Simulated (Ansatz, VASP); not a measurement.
**CaB6 in VASP and in Ansatz**

INCAR

```
SYSTEM = CaB6
  PREC = Accurate
  ENCUT = 520
  EDIFF = 1E-7
  ISMEAR = 0
  SIGMA = 0.01
  LREAL = .False.
  LASPH = .True.
  NELM = 80
  ALGO = Normal
  ISIF = 2
  LWAVE = .False.
  LCHARG = .False.
  GGA = PE
  IBRION = 2
  NSW = 50
  EDIFFG = -0.01
```

File KPOINTS:

```
regular mesh
0
Gamma
  8 8 8
  0 0 0
```

POSCAR

```
CaB6
1.0
    4.1888017831      0.0000000000      0.0000000000
    0.0000000000      4.1888017831      0.0000000000
    0.0000000000      0.0000000000      4.1888017831
Ca B
1 6
Direct
    0.5000000000      0.5000000000      0.5000000000
    0.0000000000      0.0000000000      0.2982058821
    0.0000000000      0.0000000000      0.7017941179
    0.2982058821      0.0000000000      0.0000000000
    0.7017941179      0.0000000000      0.0000000000
    0.0000000000      0.2982058821      0.0000000000
    0.0000000000      0.7017941179      0.0000000000
```

Input for Ansatz:

```yaml
crystal:
  lattice:
    - [4.1888017831, 0.0, 0.0]
    - [0.0, 4.1888017831, 0.0]
    - [0.0, 0.0, 4.1888017831]
  atoms:
    - { symbol: Ca, position: [0.5, 0.5, 0.5] }
    - { symbol: B, position: [0.0, 0.0, 0.2982058821] }
    - { symbol: B, position: [0.0, 0.0, 0.7017941179] }
    - { symbol: B, position: [0.2982058821, 0.0, 0.0] }
    - { symbol: B, position: [0.7017941179, 0.0, 0.0] }
    - { symbol: B, position: [0.0, 0.2982058821, 0.0] }
    - { symbol: B, position: [0.0, 0.7017941179, 0.0] }
basis:
  ecutwfc: 420
kpoints:
  mp_grid: { grid: [8, 8, 8] }
hamiltonian:
  xc: pbe
scf:
  occupations: { method: gaussian, width: 0.01 }
output:
  forces: true
  stress: true
  eigenvalues: true
relax:
  adjacent_minimum: "off"
  f_tol: 0.01
  max_steps: 30
```

Alike in both runs: task relaxation of the atoms; functional PBE; k mesh 8 × 8 × 8; occupations gaussian, width 0.01 eV; no spin polarisation.

```csv
,VASP,Ansatz
version,VASP 6.6.1,Ansatz 0.2.0
potentials or method,"VASP PAW PBE potentials, release 64 (Ca_sv, B), cutoff 520 eV","scalar-relativistic, plane waves, PAW"
valence electrons in the cell,28,28
```

|  | VASP | Ansatz | Ansatz less VASP |
| --- | --- | --- | --- |
| gap on the k mesh at the Fermi level, each at its own relaxed structure (eV) | 0.06 | 0.06 | -0.003 |

Ansatz's warnings: stress scf threshold loose.
